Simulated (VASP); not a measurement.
The system is Sc2AlF3.

```
Sc Al F
1.0
     3.86952    0.00000    0.00000
    -1.93476    3.35110    0.00000
     0.00000    0.00000    7.81025
Sc Al F
2 1 3
Direct
  0.66667 0.33333 0.24941
  0.66667 0.33333 0.75059
  0.00000 0.00000 0.00000
  0.00000 0.00000 0.50000
  0.33333 0.66667 0.00000
  0.33333 0.66667 0.50000
```

The cell was generated, and may not be a known phase.

| Property | Result |
| --- | --- |
| Program | VASP 6.6.1 |
| Task | relaxation of cell and atoms |
| Functional | PBE |
| Potentials or basis | VASP PAW PBE potentials, release 64 (Sc_sv, Al, F) |
| Cutoff | 600 eV |
| k mesh | 6 × 6 × 2 |
| Occupations | gaussian, width 0.1 eV |
| Spin | no spin polarisation |

At the start: pressure -4.9 GPa; volume 16.88 Å³/atom.

**Question.** Where does the relaxation end?

**Answer.** Over 10 steps the energy falls by 338.9 meV/atom and the volume is 14.93 Å³/atom (-11.5 %); space group P-6m2 (No. 187, to 0.1 Å) before and after.

Step by step:
```
step  energy change (eV)  largest force (eV/Å)  pressure (GPa)  volume (Å³)
   1              0.0000                2.8968           -4.95       101.28
   2             -1.2504                1.8521           -3.36        93.59
   3             -1.5736                0.4938            0.30        86.91
   4             -1.5832                0.7274           -0.36        87.79
   5             -1.5823                0.6575           -0.17        87.52
   6             -1.6991                0.4662            0.60        86.63
   7             -1.9115                0.1979            4.61        83.77
   8             -2.0046                0.1404            2.00        86.72
   9             -2.0316                0.0304           -0.51        90.32
  10             -2.0334                0.0110           -0.06        89.60
```

Final structure:
```yaml
crystal:
  lattice:
    - [3.72218, 0.00000, 0.00000]
    - [-1.86109, 3.22350, 0.00000]
    - [0.00000, 0.00000, 7.46771]
  atoms:
    - { symbol: Sc, position: [0.66667, 0.33333, 0.32253] }
    - { symbol: Sc, position: [0.66667, 0.33333, 0.67748] }
    - { symbol: Al, position: [0.00000, 0.00000, 0.00000] }
    - { symbol: F, position: [0.00000, 0.00000, 0.50000] }
    - { symbol: F, position: [0.33333, 0.66667, 0.00000] }
    - { symbol: F, position: [0.33333, 0.66667, 0.50000] }
```

Caveat: the k points lie up to 0.42 Å⁻¹ apart in the final cell.
